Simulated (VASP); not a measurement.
**Pt: relaxation of cell and atoms with RPBE**

Crystal: Pt.

```
Pt
1.0
     0.00000    1.96090    1.96090
     1.96090    0.00000    1.96090
     1.96090    1.96090    0.00000
Pt
1
Direct
  0.00000 0.00000 0.00000
```

| Quantity | Value |
| --- | --- |
| Program | VASP 6.6.1 |
| Task | relaxation of cell and atoms |
| Functional | RPBE |
| Potentials or basis | VASP PAW PBE potentials, release 64 (Pt) |
| Cutoff | 600 eV |
| k mesh | 12 × 12 × 12 |
| Occupations | fermi-dirac, width 0.05 eV |
| Spin | no spin polarisation |
| Dipole correction | no |
| Further INCAR settings | ALGO = Normal; EDIFF = 1e-06; IBRION = 2; EDIFFG = -0.02; NSW = 80; ISIF = 3 |

```
Relaxed volume                         : 15.90 Å³/atom
Relaxed cell                           : a = 2.822 Å, b = 2.822 Å, c = 2.822 Å, α = 60.00°, β = 60.00°, γ = 60.00°
Space group after relaxing (to 0.05 Å) : Fm-3m (No. 225)
Energy gained by relaxing              : 33.7 meV/atom
Ionic steps                            : 4
Pressure after relaxing                : -0.1 GPa
Band gap on the k mesh                 : zero (band 5 reaches 10.81 eV, above the bottom of band 6 at 8.78 eV)
```

The path:
| step | energy change (eV) | largest force (eV/Å) | pressure (GPa) | volume (Å³) |
| --- | --- | --- | --- | --- |
| 1 | 0.0000 | 0.0000 | 14.06 | 15.08 |
| 2 | 0.1386 | 0.0000 | -21.02 | 18.16 |
| 3 | -0.0336 | 0.0000 | -0.65 | 15.94 |
| 4 | -0.0337 | 0.0000 | -0.07 | 15.90 |

Final structure:
```yaml
crystal:
  lattice:
    - [0.00000, 1.99577, 1.99577]
    - [1.99577, 0.00000, 1.99577]
    - [1.99577, 1.99577, 0.00000]
  atoms:
    - { symbol: Pt, position: [0.00000, 0.00000, 0.00000] }
```

Levels at points of the mesh, in eV from the Fermi level:
```tsv
k point	band 3	band 4	band 5	band 6	band 7	band 8
(0.00, 0.00, 0.00)	-3.48	-3.48	-1.51	-1.51	14.73	19.43
(0.50, 0.00, 0.00)	-3.53	-0.25	0.02	0.02	5.46	14.29
(0.50, 0.50, 0.00)	-0.02	0.43	0.43	1.89	8.35	11.24
```

It took 15 s on 1 thread of AMD EPYC 9R45 (Zen 5), with other jobs on the host, peak memory 0.13 GiB.

Caveat: the PAW data sets were made with another functional, which shifts forces and pressure a little; spin-orbit coupling is left out, which moves the levels of the heavy elements. RPBE and its kin give volumes clearly too large for solids.
